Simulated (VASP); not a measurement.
Write the native input for VASP 6.6.1 that does the following.

- Task: single point
- Functional: PBE
- Potentials or basis: VASP PAW PBE potentials, release 64 (Mn_pv, O)
- Cutoff: 520 eV
- k mesh: 10 × 10 × 9
- Occupations: fermi-dirac, width 0.05 eV
- Spin: collinear spin, ferromagnetic start
- Starting moments: [4.0, 0.0] μB
- Dipole correction: no
- Further INCAR settings: ALGO = Normal; EDIFF = 1e-06; NBANDS = 20

The structure of MnO lies in POSCAR:

```
MnO
1.0
    2.9293528023      0.0000000000      0.0000000000
   -1.4646764061      2.5368939393      0.0000000000
    0.0000000000      0.0000000000      2.8589032052
Mn O
1 1
Direct
    0.0000000000      0.0000000000      0.0000000000
    0.6666666667      0.3333333333      0.5000000000
```

These files were run (other wordings do the same):

INCAR

```
SYSTEM = MnO
ALGO = Normal
EDIFF = 1E-6
ENCUT = 520
GGA = PE
ISIF = 2
ISMEAR = -1
ISPIN = 2
LASPH = .TRUE.
LCHARG = .TRUE.
LELF = .TRUE.
LMAXMIX = 4
LORBIT = 11
LREAL = .FALSE.
LVHAR = .TRUE.
LWAVE = .FALSE.
MAGMOM = 4 0
NBANDS = 20
NELM = 150
PREC = Accurate
SIGMA = 0.05
```

KPOINTS

```
k-points
0
G
  10 10 9
  0 0 0
```

Potentials or basis: VASP PAW PBE potentials, release 64 (Mn_pv, O).

Command:

```sh
$ cat potpaw_PBE.64/Mn_pv/POTCAR potpaw_PBE.64/O/POTCAR > POTCAR
$ mpirun -np 1 vasp_std > vasp.out
```

It gave:

```json
{"Pressure": "2.4 GPa", "Net moment": "4.59 μB per cell", "Site moments": "Mn +4.16; O +0.18 μB", "Valence electrons inside the program's atomic spheres": "Mn 11.40; O 4.97"}
```

Caveat: a cell with one magnetic atom can't hold antiferromagnetic order, which such compounds often take.

Wall time 27 s on 1 thread of Intel(R) Xeon(R) Platinum 8488C (Sapphire Rapids), with other jobs on the host, peak memory 0.17 GiB.
